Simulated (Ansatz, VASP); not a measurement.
Two plane-wave programs on MgO

```xyz
2
Lattice="2.6136 -0.0097 -0.0097 -0.0097 2.6136 -0.0097 -0.0097 -0.0097 2.6136" Properties=species:S:1:pos:R:3 pbc="T T T"
Mg    0.0000    0.0000    0.0000
O     1.2971    1.2971    1.2971
```

Change from the starting cell: shear_111 strain -1.1%.

Alike in both runs: task single point; functional PBE; k mesh 10 × 10 × 10; occupations fermi-dirac, width 0.02 eV; no spin polarisation.

|  | VASP | Ansatz |
| --- | --- | --- |
| version | VASP 6.6.1 | Ansatz 0.2.0 |
| potentials or method | VASP PAW PBE potentials, release 64 (Mg, O) | plane waves, PAW |
| plane-wave cutoff (eV) | 520 | 420 |
| valence electrons in the cell | 8 | 16 |

Ansatz gave:

| Item | Value |
| --- | --- |
| gap on the k mesh at the Fermi level (eV) | 2.75 |
| pressure (GPa) | 8.1 |
| traceless stress, the component that is largest in VASP (GPa) | -0.38 |

Problem. Which values does VASP return?

Solution. gap on the k mesh at the Fermi level (eV): 2.73; pressure (GPa): 7.4; traceless stress, the component that is largest in VASP (GPa): -0.38.

VASP's potentials hold 8 valence electrons a cell and Ansatz's 16, so a difference there can come from the potentials and not from the codes.
